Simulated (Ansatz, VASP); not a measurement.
**Two plane-wave programs on Al2Pt**

INCAR

```
SYSTEM = Al2Pt
  ALGO = Normal
  DIPOL = 0.5 0.5 0.500
  EDIFF = 1E-6
  ENCUT = 520
  GGA = PE
  IDIPOL = 3
  ISIF = 2
  ISMEAR = 0
  LASPH = .True.
  LCHARG = .False.
  LDIPOL = .True.
  LREAL = .False.
  LWAVE = .False.
  NBANDS = 34
  NELM = 60
  PREC = Accurate
  SIGMA = 0.1
```

The input KPOINTS:

```
k-points
0
Gamma
  13 13 1
  0 0 0
```

POSCAR

```
Al2Pt
1.0
    4.2047455503      0.0000000000      0.0000000000
   -2.1023727751      3.6414164630      0.0000000000
    0.0000000000      0.0000000000     23.5829009136
Al Pt
6 3
Direct
    0.0000000000      0.0000000000      0.3180270327
    0.3333333333      0.6666666667      0.3908162196
    0.6666666667      0.3333333333      0.4636054065
    0.0000000000      0.0000000000      0.5363945935
    0.3333333333      0.6666666667      0.6091837804
    0.6666666667      0.3333333333      0.6819729673
    0.6666666667      0.3333333333      0.3544216262
    0.3333333333      0.6666666667      0.5000000000
    0.0000000000      0.0000000000      0.6455783738
```

Input for Ansatz:

```yaml
crystal:
  lattice:
    - [4.2047455503, 0.0, 0.0]
    - [-2.1023727751, 3.641416463, 0.0]
    - [0.0, 0.0, 23.5829009136]
  atoms:
    - { symbol: Al, position: [0.0, 0.0, 0.3180270327] }
    - { symbol: Pt, position: [0.6666666667, 0.3333333333, 0.3544216262] }
    - { symbol: Al, position: [0.3333333333, 0.6666666667, 0.3908162196] }
    - { symbol: Al, position: [0.6666666667, 0.3333333333, 0.4636054065] }
    - { symbol: Pt, position: [0.3333333333, 0.6666666667, 0.5] }
    - { symbol: Al, position: [0.0, 0.0, 0.5363945935] }
    - { symbol: Al, position: [0.3333333333, 0.6666666667, 0.6091837804] }
    - { symbol: Pt, position: [0.0, 0.0, 0.6455783738] }
    - { symbol: Al, position: [0.6666666667, 0.3333333333, 0.6819729673] }
basis:
  ecutwfc: 420
kpoints:
  mp_grid: { grid: [13, 13, 1] }
hamiltonian:
  xc: pbe
scf:
  occupations: { method: gaussian, width: 0.1 }
output:
  forces: true
  stress: true
  eigenvalues: true
efield:
  axis: 3
  dipole_correction: true
  ramp_width: 0.04
```

Alike in both runs: task single point; functional PBE; k mesh 13 × 13 × 1; occupations gaussian, width 0.1 eV; no spin polarisation.

```csv
,VASP,Ansatz
version,VASP 6.6.1,Ansatz 0.2.0
potentials or method,"VASP PAW PBE potentials, release 64 (Al, Pt), cutoff 520 eV","scalar-relativistic, plane waves, PAW"
valence electrons in the cell,48,72
```

|  | VASP | Ansatz | Ansatz less VASP |
| --- | --- | --- | --- |
| gap on the k mesh at the Fermi level (eV) | none | none | - |
| rms of the force components (eV/Å) | 0.205 | 0.204 | -0.0009 |

A gap of «none» marks a metal or a gap that the smearing closes. With one functional, cell and mesh, what is left measures potentials, basis and numerics. VASP's potentials hold 48 valence electrons a cell and Ansatz's 72, so a difference there can come from the potentials and not from the codes.

Spin-orbit coupling is off throughout.
